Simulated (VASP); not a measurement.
Here is a VASP 6.6.1 calculation.

Contents of INCAR:

```
SYSTEM = Zr3TiC4
PREC     = Accurate       ! precision mode
ENCUT    = 520            ! plane-wave cutoff, eV
EDIFF    = 1E-6           ! SCF threshold, eV
ISMEAR   = 0              ! smearing method
SIGMA    = 0.1            ! smearing width, eV
LREAL    = .False.        ! projectors in reciprocal space
LASPH    = .True.         ! aspherical terms in the spheres
NELM     = 60             ! most SCF steps
ALGO     = Normal         ! electronic algorithm
ISIF     = 2              ! what is computed and relaxed
LWAVE    = .False.        ! write WAVECAR
LCHARG   = .True.         ! write CHGCAR
GGA      = PE             ! functional
LELF     = .True.         ! ELF
LVHAR    = .True.       
NBANDS   = 42             ! bands
```

Contents of KPOINTS:

```
Automatic mesh
0
Gamma
  6 4 4
  0 0 0
```

File POSCAR:

```
Zr3TiC4
1.0
    3.4511668400      0.0000000000      0.0000000000
    0.0000000000      4.8806869600      0.0000000000
    0.0000000000      0.0000000000      6.9023336900
Zr Ti C
3 1 4
Direct
    0.0000000000      0.5000000000      0.7500000000
    0.5000000000      0.0000000000      0.0000000000
    0.0000000000      0.5000000000      0.2500000000
    0.5000000000      0.0000000000      0.5000000000
    0.0000000000      0.0000000000      0.7500000000
    0.5000000000      0.5000000000      0.0000000000
    0.0000000000      0.0000000000      0.2500000000
    0.5000000000      0.5000000000      0.5000000000
```

Potentials or basis: VASP PAW PBE potentials, release 64 (Zr_sv, Ti_sv, C).

The run is started by

```sh
$ cat potpaw_PBE.64/Zr_sv/POTCAR potpaw_PBE.64/Ti_sv/POTCAR potpaw_PBE.64/C/POTCAR > POTCAR
$ mpirun -np 1 vasp_std > vasp.out
```

(1) Estimate the band gap on the k mesh.

(2) Predict the pressure.

(3) Estimate the largest force.

Results:

(1) zero (bands 32 and 33 overlap by 1.10 eV).

(2) -25.4 GPa.

(3) 0.519 eV/Å.

Caveat: the cell stands under tension.
